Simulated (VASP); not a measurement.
Runs of VASP 6.6.1 on Al2Cu. The structure is that of space group I4/mcm (No. 140), or close to it. The cells are those of the table. 

```tsv
cell	further INCAR settings	gap on the mesh (eV)	pressure (GPa)	largest force (eV/Å)
a = 4.879 Å, angles 103.3, 103.3, 122.6°, 6 atoms	ALGO = Fast; EDIFF = 1e-06; NBANDS = 26	none	1.6	0.13
a = 5.025 Å, angles 103.3, 103.3, 122.6°, 6 atoms	ALGO = Fast; EDIFF = 1e-07; NBANDS = 26	none	-6.8	0.04
a = 4.962 Å, angles 104.8, 104.8, 119.2°, 6 atoms	ALGO = Fast; EDIFF = 1e-06; NBANDS = 26	none	-5.4	0.10
a = 4.991 Å, angles 102.7, 102.7, 124.0°, 6 atoms	ALGO = Fast; EDIFF = 1e-06; NBANDS = 26	none	(c)	0.14
a = 4.901 Å, angles 105.5, 105.5, 117.7°, 6 atoms	ALGO = Fast; EDIFF = 1e-06; NBANDS = 26	none	-2.5	0.18
a = 4.694 Å, angles 105.3, 105.3, 118.1°, 6 atoms	ALGO = Fast; EDIFF = 1e-06; NBANDS = 26	none	(a)	0.12
a = 5.072 Å, angles 104.2, 104.2, 120.7°, 6 atoms	ALGO = Fast; EDIFF = 1e-06; NBANDS = 26	none	(b)	0.06
a = 4.988 Å, angles 103.5, 103.5, 122.1°, 6 atoms	ALGO = Fast; EDIFF = 1e-07; NBANDS = 26	none	-5.3	0.04
a = 4.986 Å, angles 104.4, 104.4, 120.2°, 6 atoms	ALGO = Fast; EDIFF = 1e-06; NBANDS = 26	none	-6.3	0.06
a = 4.743 Å, angles 105.3, 105.3, 118.1°, 6 atoms	ALGO = Fast; EDIFF = 1e-07; NBANDS = 26	none	9.7	0.13
a = 4.974 Å, angles 105.0, 105.0, 118.7°, 6 atoms	ALGO = Fast; EDIFF = 1e-06; NBANDS = 26	none	-6.1	0.13
a = 5.039 Å, angles 102.7, 102.7, 124.0°, 6 atoms	ALGO = Fast; EDIFF = 1e-06; NBANDS = 26	none	-6.8	0.10
```

Alike in all rows: task single point; level PBEsol; potentials or basis VASP PAW PBE potentials, release 64 (Al, Cu); no spin polarisation; k mesh 10 × 10 × 10; cutoff (eV) 520; smearing gaussian 0.15 eV.

**Question.** Estimate the missing entries.

**Answer.** (a) 14.4; (b) -9.7; (c) -4.0.

Caveats: the PAW data sets were made with another functional, which shifts forces and pressure a little; the cell stands under tension (at least some runs); the cell stands under pressure (at least some runs).

A gap of «none» marks levels without a gap at the run's occupations.
